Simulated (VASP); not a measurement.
Write the native input for VASP 6.6.1 that does the following.

```yaml
Task: single point
Functional: PBE
Potentials_or_basis: VASP PAW PBE potentials, release 64 (Ga_d, N)
Cutoff: 520 eV
k_mesh: 12 × 12 × 6
Occupations: gaussian, width 0.02 eV
Spin: no spin polarisation
Dipole_correction: no
Further_INCAR_settings: ALGO = Normal; EDIFF = 1e-06; NBANDS = 26
```

The structure of GaN lies in POSCAR:

```
GaN
1.0
    3.2827380574      0.0010782951      0.0000000000
   -1.6404580858      2.7696396855      0.0000000000
    0.0000000000      0.0000000000      5.2266127641
Ga N
2 2
Direct
    0.6672545315      0.3344584269      0.4983744754
    0.3327454685      0.6655415731      0.9983744754
    0.6693178477      0.3384344998      0.8766255246
    0.3306821523      0.6615655002      0.3766255246
```

This cell differs from its parent crystal: uniaxial strain along a: +2.0 %, then relaxed in part.

These files were run (other wordings do the same):

INCAR

```
SYSTEM = GaN
ALGO     = Normal         ! electronic algorithm
EDIFF    = 1E-6           ! SCF threshold, eV
ENCUT    = 520            ! plane-wave cutoff, eV
GGA      = PE             ! functional
ISIF     = 2              ! what is computed and relaxed
ISMEAR   = 0              ! smearing method
LASPH    = .True.         ! aspherical terms in the spheres
LCHARG   = .True.         ! write CHGCAR
LELF     = .True.         ! ELF
LREAL    = .False.        ! projectors in reciprocal space
LVHAR    = .True.       
LWAVE    = .False.        ! write WAVECAR
NBANDS   = 26             ! bands
NELM     = 100            ! most SCF steps
PREC     = Accurate       ! precision mode
SIGMA    = 0.02           ! smearing width, eV
```

KPOINTS

```
k-points
0
Gamma
  12 12 6
  0 0 0
```

Potentials or basis: VASP PAW PBE potentials, release 64 (Ga_d, N).

Run with:

```console
$ cat potpaw_PBE.64/Ga_d/POTCAR potpaw_PBE.64/N/POTCAR > POTCAR
$ mpirun -np 1 vasp_std > vasp.out
```

It gave:

| Quantity | Value |
| --- | --- |
| Pressure | -1.6 GPa |
| Band gap on the k mesh | 1.60 eV |

Caveat: the cell differs from its parent crystal (uniaxial strain along a: +2.0 %, then relaxed in part); the stress differs along the axes, from -5 to 0 GPa.

Wall time 110 s on 1 thread of Intel(R) Xeon(R) 6975P-C (Granite Rapids), with other jobs on the host, peak memory 0.39 GiB.
